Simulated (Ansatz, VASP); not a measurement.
# Rb: VASP beside Ansatz

INCAR

```
SYSTEM = Rb
  PREC = Accurate
  ENCUT = 520
  EDIFF = 1E-6
  ISMEAR = -1
  SIGMA = 0.1
  LREAL = .FALSE.
  LASPH = .TRUE.
  NELM = 80
  ALGO = Normal
  ISIF = 2
  LWAVE = .FALSE.
  LCHARG = .FALSE.
  GGA = RP
  NBANDS = 10
```

File KPOINTS:

```
regular mesh
0
G
  8 8 8
  0 0 0
```

The input POSCAR:

```
Rb
1.0
    0.0000000000      3.7930125983      3.7930125983
    3.7930125983      0.0000000000      3.7930125983
    3.7930125983      3.7930125983      0.0000000000
Rb
1
Direct
    0.0000000000      0.0000000000      0.0000000000
```

Input for Ansatz:

```yaml
crystal:
  lattice:
    - [0.0, 3.7930125983, 3.7930125983]
    - [3.7930125983, 0.0, 3.7930125983]
    - [3.7930125983, 3.7930125983, 0.0]
  atoms:
    - { symbol: Rb, position: [0.0, 0.0, 0.0] }
hamiltonian:
  xc: rpbe
  pseudopotentials:
    kind: paw
    azcp:
      Rb: "pseudopotentials/Rb.paw.azcp"
basis:
  ecutwfc: 420
  fft_grid_basis: typed
kpoints:
  mp_grid: { grid: [8, 8, 8], shift: [0, 0, 0] }
magnetization:
  spin_polarized: false
scf:
  occupations: { method: fermi_dirac, width: 0.1 }
  lower_state_search: "off"
output:
  stress: true
```

Alike in both runs: task single point; functional RPBE; k mesh 8 × 8 × 8; occupations fermi-dirac, width 0.1 eV; no spin polarisation.

|  | VASP | Ansatz |
| --- | --- | --- |
| version | VASP 6.6.1 | Ansatz 0.2.0 |
| potentials or method | VASP PAW PBE potentials, release 64 (Rb_sv), cutoff 520 eV | plane waves (420 eV) with PAW, scalar-relativistic |
| valence electrons in the cell | 9 | 9 |

```csv
,VASP,Ansatz,Ansatz less VASP
pressure (GPa),-0.1,-0.1,0.00
```

VASP's potentials were made for PBE, not for RPBE.
